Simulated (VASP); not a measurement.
Here is a VASP 6.6.1 calculation.

Contents of POSCAR:

```
Zn
1.0
    2.5998760387      0.0000000000      0.0000000000
   -1.2999380194      2.2515586962      0.0000000000
    0.0000000000      0.0000000000      5.0240254611
Zn
2
Direct
    0.3333333333      0.6666666667      0.7500000000
    0.6666666667      0.3333333333      0.2500000000
```

File INCAR.step1:

```
PREC = Accurate ; ENCUT = 520
ISMEAR = 0 ; SIGMA = 0.05
LREAL = F ; LASPH = T
NELM = 100 ; NBANDS = 19
GGA = PE ; ALGO = Normal
EDIFF = 1E-4 ; LWAVE = T
LCHARG = F
```

INCAR.step2

```
PREC = Accurate ; ENCUT = 520
EDIFF = 1E-6 ; ISMEAR = 0
SIGMA = 0.05 ; LREAL = F
LASPH = T ; NELM = 100
ALGO = Normal ; ISIF = 2
LWAVE = F ; LCHARG = F
METAGGA = R2SCAN ; LMIXTAU = T
NBANDS = 19 ; ISTART = 1
```

File KPOINTS:

```
Automatic mesh
0
Gamma
  18 18 10
```

Potentials or basis: VASP PAW PBE potentials, release 64 (Zn).

Run with:

```console
$ cat potpaw_PBE.64/Zn/POTCAR > POTCAR
$ cp INCAR.step1 INCAR
$ mpirun -np 1 vasp_std > vasp.out
$ cp INCAR.step2 INCAR
$ mpirun -np 1 vasp_std > vasp.out
```

**Question.** Predict the pressure.

**Answer.** -0.2 GPa.

**Question.** Estimate the band gap on the k mesh.

**Answer.** Zero (band 12 reaches 5.01 eV, above the bottom of band 13 at -0.37 eV).

Stress tensor (GPa, compression positive):
```
-0.15  0.00  0.00
 0.00 -0.15  0.00
 0.00  0.00 -0.45
```

Caveat: the PAW data sets were made with another functional, which shifts forces and pressure a little.
